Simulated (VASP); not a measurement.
Set up this calculation in VASP 6.6.1, as the native input.

| Property | Result |
| --- | --- |
| Task | single point |
| Functional | PBEsol |
| Dispersion | D3(BJ) |
| Potentials or basis | VASP PAW PBE potentials, release 64 (W_sv, S) |
| Cutoff | 520 eV |
| k mesh | 12 × 12 × 2 |
| Occupations | gaussian, width 0.05 eV |
| Spin | no spin polarisation |
| Dipole correction | no |
| Further INCAR settings | ALGO = Normal; EDIFF = 1e-07; NBANDS = 20 |

The structure of WS2 lies in POSCAR:

```
WS2
1.0
    3.0458396072      0.0000000000      0.0000000000
   -1.5229198036      2.6377744757      0.0000000000
    0.0000000000      0.0000000000     16.5140973520
W S
1 2
Direct
    0.3359117343      0.6718234686      0.0000000000
    0.6592740711      0.3185481421      0.9071511715
    0.6592740711      0.3185481421      0.0928488285
```

This cell differs from its parent crystal: atoms displaced along a vibrational mode, the cell strained.

These files were run (other wordings do the same):

INCAR

```
SYSTEM = WS2
ALGO = Normal ; EDIFF = 1E-7
ENCUT = 520 ; GGA = PS
ISIF = 2 ; ISMEAR = 0
IVDW = 12 ; LASPH = .True.
LCHARG = .False. ; LREAL = .False.
LWAVE = .False. ; NBANDS = 20
NELM = 80 ; PREC = Accurate
SIGMA = 0.05
```

KPOINTS

```
k-points
0
Gamma
  12 12 2
  0 0 0
```

Potentials or basis: VASP PAW PBE potentials, release 64 (W_sv, S).

The run is started by

```console
$ cat potpaw_PBE.64/W_sv/POTCAR potpaw_PBE.64/S/POTCAR > POTCAR
$ mpirun -np 1 vasp_std > vasp.out
```

Results of the run:

- Largest force: 1.822 eV/Å
- Band gap on the k mesh: 2.04 eV (least direct gap 2.25 eV)
- Dispersion energy per atom: -0.268 eV

Caveat: the cell differs from its parent crystal (atoms displaced along a vibrational mode, the cell strained); there is no dipole correction, which matters where the two faces differ; the PAW data sets were made with another functional, which shifts forces and pressure a little; spin-orbit coupling is left out, which moves the levels of the heavy elements.

Wall time 3.7 min on 1 thread of Intel(R) Xeon(R) Platinum 8488C (Sapphire Rapids), on a shared host, peak memory 0.39 GiB.
